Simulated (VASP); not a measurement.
# WC (P3m1) in VASP: single point with r2SCAN

Aim: the single point of WC with r2SCAN.

All numbers are computed with VASP 6.6.1; they aren't measurements. Logs are shortened: lines on timing, memory, paths and dates and some standing lists are left out, and cuts for length are marked.

## 1. The cell of the first run

It takes space group P3m1 (No. 156, trigonal). The conventional cell has a = 2.901 Å, b = 2.901 Å, c = 2.829 Å, α = 90.00°, β = 90.00°, γ = 120.00°. W (site symmetry 3m) has 6 C at 2.14 to 2.24 Å and 8 W at 2.83 to 2.90 Å within 3.0 Å. Within 3.0 Å of C (site symmetry 3m) lie 6 W at 2.14 to 2.24 Å and 8 C at 2.83 to 2.90 Å.

## 2. Single point, r2SCAN (all W atoms moved +0.075 Å, as atom 1 along Cartesian [0 0 1])

The input, POSCAR:

```
WC
1.0
    2.9005014360      0.0000000000      0.0000000000
   -1.4502507180      2.5119079273      0.0000000000
    0.0000000000      0.0000000000      2.8290000000
W C
1 1
Direct
    0.0000000000      0.0000000000      0.0265111347
    0.6666666667      0.3333333333      0.5000000000
```

The input, INCAR.step1:

```
PREC = Accurate
ENCUT = 520
ISMEAR = 0
SIGMA = 0.15
LREAL = False
LASPH = True
NELM = 60
NBANDS = 16
GGA = PE
ALGO = Normal
EDIFF = 1E-4
LWAVE = True
LCHARG = False
```

The input, INCAR.step2:

```
PREC = Accurate
ENCUT = 520
EDIFF = 1E-7
ISMEAR = 0
SIGMA = 0.15
LREAL = False
LASPH = True
NELM = 60
ALGO = Normal
ISIF = 2
LWAVE = False
LCHARG = False
METAGGA = R2SCAN
LMIXTAU = True
NBANDS = 16
ISTART = 1
```

The input, KPOINTS:

```
regular mesh
0
Gamma
  18 18 16
```

Potentials or basis: VASP PAW PBE potentials, release 64 (W_sv, C).

Command:

```console
$ cat potpaw_PBE.64/W_sv/POTCAR potpaw_PBE.64/C/POTCAR > POTCAR
$ cp INCAR.step1 INCAR
$ mpirun -np 1 vasp_std > vasp.out
$ cp INCAR.step2 INCAR
$ mpirun -np 1 vasp_std > vasp.out
```

OUTCAR:

```text
PREC = Accurate
   ENCUT = 520
   EDIFF = 1E-7
   ISMEAR = 0
   LREAL = False
   LASPH = True
   NELM = 60
   ISIF = 2
   METAGGA = R2SCAN
   ISTART = 1

 ion  position               nearest neighbor table
   1  0.000  0.000  0.027-   2 2.14   2 2.14   2 2.14   2 2.24   2 2.24   2 2.24
   2  0.667  0.333  0.500-   1 2.14   1 2.14   1 2.14   1 2.24   1 2.24   1 2.24

  LATTYP: Found a hexagonal cell.
 ALAT       =     2.9005014360
 C/A-ratio  =     0.9753485949

  Lattice vectors:

 A1 = (   2.9005014360,   0.0000000000,   0.0000000000)
 A2 = (  -1.4502507180,   2.5119079273,   0.0000000000)
 A3 = (   0.0000000000,   0.0000000000,   2.8290000000)

Analysis of symmetry for initial positions (statically):
=====================================================================
 Subroutine PRICEL returns:
 Original cell was already a primitive cell.

 Routine SETGRP: Setting up the symmetry group for a
 hexagonal supercell.

 Subroutine GETGRP returns: Found  6 space group operations
 (whereof  6 operations were pure point group operations)
 out of a pool of 24 trial point group operations.

The static configuration has the point symmetry C_3v.

Analysis of symmetry for dynamics (positions and initial velocities):
=====================================================================
 Subroutine PRICEL returns:
 Original cell was already a primitive cell.

 Routine SETGRP: Setting up the symmetry group for a
 hexagonal supercell.

 Subroutine GETGRP returns: Found  6 space group operations
 (whereof  6 operations were pure point group operations)
 out of a pool of 24 trial point group operations.

The dynamic configuration has the point symmetry C_3v.

 Subroutine INISYM returns: Found  6 space group operations
 (whereof  6 operations are pure point group operations),
 and found     1 'primitive' translations

----------------------------------------------------------------------------------------

                                     Primitive cell

  volume of cell :      20.6115

  direct lattice vectors                    reciprocal lattice vectors
     2.900501436  0.000000000  0.000000000     0.344767973  0.199051882  0.000000000
    -1.450250718  2.511907927  0.000000000     0.000000000  0.398103764  0.000000000
     0.000000000  0.000000000  2.829000000     0.000000000  0.000000000  0.353481796

  length of vectors
     2.900501436  2.900501436  2.829000000     0.398103764  0.398103764  0.353481796

  position of ions in fractional coordinates (direct lattice)
     0.000000000  0.000000000  0.026511135
[... 80 lines left out ...]
   EDIFFG = 0.1E-05   stopping-criterion for IOM
   NSW    =      0    number of steps for IOM
   IBRION =     -1    ionic relax: 0-MD 1-quasi-New 2-CG
   NFREE  =      0    steps in history (QN), initial steepest desc. (CG)
   ISIF   =      2    stress and relaxation
   ISYM   =      2    0-nonsym 1-usesym 2-fastsym
   POTIM  = 0.5000    time-step for ionic-motion
   TEBEG  =    0.0;   TEEND  =   0.0 temperature during run
   PSTRESS=    0.0 pullay stress
   NELECT =      18.0000    total number of electrons
   NUPDOWN=      -1.0000    fix difference up-down
   EMIN   =  10.00;   EMAX   =-10.00  energy-range for DOS
   EFERMI =   0.00;   METHOD = LEGACY
   ISMEAR =     0;   SIGMA  =   0.15  broadening in eV -4-tet -1-fermi 0-gaus
   EFERMI_NEDOS =   21; number of points for ismear=-14 and -15
   IALGO  =     38    algorithm
   IMIX   =      4    mixing-type and parameters
     AMIX     =   0.40;   BMIX     =  1.00
     AMIX_MAG =   1.60;   BMIX_MAG =  1.00
  volume/ion in A,a.u.               =      10.31        69.55
  Fermi-wavevector in a.u.,A,eV,Ry     =   1.564813  2.957068 33.315762  2.448639
  Thomas-Fermi vector in A             =   2.667381
   LORBIT       =      0    0 simple, 1 ext, 2 COOP (PROOUT), +10 PAW based schemes
   METAGGA = R2SCAN    functional components
   LHFCALC =     F    Hartree Fock is set to
   AEXX    =    0.0000 exact exchange contribution
   IVDW    =     0    specifies the selected vdW correction
   LEPSILON=     F    determine dielectric tensor
   LRPA    =     F    only Hartree local field effects (RPA)
 non-spin polarized calculation
 Gauss-broadening in eV      SIGMA  =   0.15
  energy-cutoff  :      520.00
  volume of cell :       20.61
 maximum number of plane-waves:       580
 NGX is ok and might be reduce to    24
   NGX = 11   NGY = 11   NGZ = 11

 number of electron      17.9999999 magnetization

 Free energy of the ion-electron system (eV)
  ---------------------------------------------------
  ext. energy  EPLUGINS =         0.00000000
  ---------------------------------------------------
  free energy    TOTEN  =       -61.56774385 eV

  energy without entropy =      -61.56457434  energy(sigma->0) =      -61.56615909

 E-fermi :  11.0686     XC(G=0): -15.0081

 val. band max:       11.0522814545   @ k =  -0.0556   0.5000   0.4375
 cond. band min:      11.0729633287   @ k =   0.1111   0.0000   0.3750
 fundamental gap:      0.0206818742
 Fermi energy:        11.0685831818

 k-point     1 :       0.0000    0.0000    0.0000
  band No.  band energies     occupation
      1     -64.8575      2.00000
      2     -28.1642      2.00000
      3     -28.0603      2.00000
      4     -28.0603      2.00000
      5      -4.2300      2.00000
      6       6.4547      2.00000
[... 433 lines left out ...]
      3     -28.3269      2.00000
      4     -28.0424      2.00000
      5      -0.7788      2.00000
      6       3.8650      2.00000
[... 8 lines left out ...]
     15      25.8630      0.00000
     16      29.5425      0.00000

 [... further k-points ...]

------------------------ aborting loop because EDIFF is reached ----------------------------------------

  FORCE on cell =-STRESS in cart. coord.  units (eV):
  Direction    XX          YY          ZZ          XY          YZ          ZX
  --------------------------------------------------------------------------------------
  -------------------------------------------------------------------------------------
  Total        0.9586967      0.9586967      1.0325845      0.0000000      0.0000000      0.0000000
  in kB       74.5215804     74.5215804     80.2650424      0.0000000      0.0000000      0.0000000
  external PRESSURE =      76.4360677 kB  Pullay stress =       0.0000000 kB

 VOLUME and BASIS-vectors are now :
 -----------------------------------------------------------------------------
  energy-cutoff  :      520.00
  volume of cell :       20.61
      direct lattice vectors                 reciprocal lattice vectors
     2.900501436  0.000000000  0.000000000     0.344767973  0.199051882  0.000000000
    -1.450250718  2.511907927  0.000000000     0.000000000  0.398103764  0.000000000
     0.000000000  0.000000000  2.829000000     0.000000000  0.000000000  0.353481796

 POSITION                                       TOTAL-FORCE (eV/Angst)
 -----------------------------------------------------------------------------------
      0.00000      0.00000      0.07500         0.000000      0.000000     -1.079817
      1.45025      0.83730      1.41450        -0.000000     -0.000000      1.079817
 -----------------------------------------------------------------------------------
    total drift:                               -0.000000      0.000000     -0.000079

  FREE ENERGIE OF THE ION-ELECTRON SYSTEM (eV)
  ---------------------------------------------------
  free  energy   TOTEN  =       -61.5677438489 eV

  energy  without entropy=      -61.5645743357  energy(sigma->0) =      -61.56615909
```

OUTCAR.step1:

```text
PREC = Accurate
   ENCUT = 520
   ISMEAR = 0
   LREAL = False
   LASPH = True
[... 679 lines left out ...]
      0.00000      0.00000      0.07500        -0.000000     -0.000000     -1.117587
      1.45025      0.83730      1.41450         0.000000      0.000000      1.117587
 -----------------------------------------------------------------------------------
    total drift:                               -0.000000      0.000000     -0.000796

  FREE ENERGIE OF THE ION-ELECTRON SYSTEM (eV)
  ---------------------------------------------------
  free  energy   TOTEN  =       -22.3940912638 eV

  energy  without entropy=      -22.3905249682  energy(sigma->0) =      -22.39230812
```

OSZICAR.step1:

```text
N       E                     dE             d eps       ncg     rms          rms(c)
DAV:   1     0.110694349455E+03    0.11069E+03   -0.94367E+03 16736   0.125E+03
DAV:   2    -0.222401888000E+02   -0.13293E+03   -0.12839E+03 19696   0.339E+02
DAV:   3    -0.254512735395E+02   -0.32111E+01   -0.32000E+01 18736   0.501E+01
DAV:   4    -0.254680047721E+02   -0.16731E-01   -0.16730E-01 21416   0.407E+00
DAV:   5    -0.254681286066E+02   -0.12383E-03   -0.12383E-03 18784   0.332E-01    0.331E+01
DAV:   6    -0.224736376845E+02    0.29945E+01   -0.57169E+00 20096   0.259E+01    0.886E+00
DAV:   7    -0.224217458541E+02    0.51892E-01   -0.42101E-01 17288   0.502E+00    0.637E+00
DAV:   8    -0.223952406793E+02    0.26505E-01   -0.59065E-02 18896   0.210E+00    0.104E+00
DAV:   9    -0.223941457596E+02    0.10949E-02   -0.28531E-03 18616   0.413E-01    0.119E-01
DAV:  10    -0.223940912638E+02    0.54496E-04   -0.28960E-04 19864   0.194E-01
   1 F= -.22394091E+02 E0= -.22392308E+02  d E =-.356630E-02
```

Wall time 8.5 min (1 thread of Intel Xeon 8259CL, shared host); peak memory 0.29 GiB.

What came out:

```
Free energy            : -61.5677 eV
Pressure               : 7.6 GPa
Largest force          : 1.080 eV/Å
Band gap on the k mesh : zero (bands 9 and 10 overlap by 1.27 eV)
```

Forces in eV/Å, atoms in the order of the input:
```
W    0.000  0.000 -1.080
C    0.000  0.000  1.080
```

Caveat: the cell differs from its parent crystal (all W atoms moved +0.075 Å, as atom 1 along Cartesian [0 0 1]); the cell stands under pressure; the PAW data sets were made with another functional, which shifts forces and pressure a little; spin-orbit coupling is left out, which moves the levels of the heavy elements.
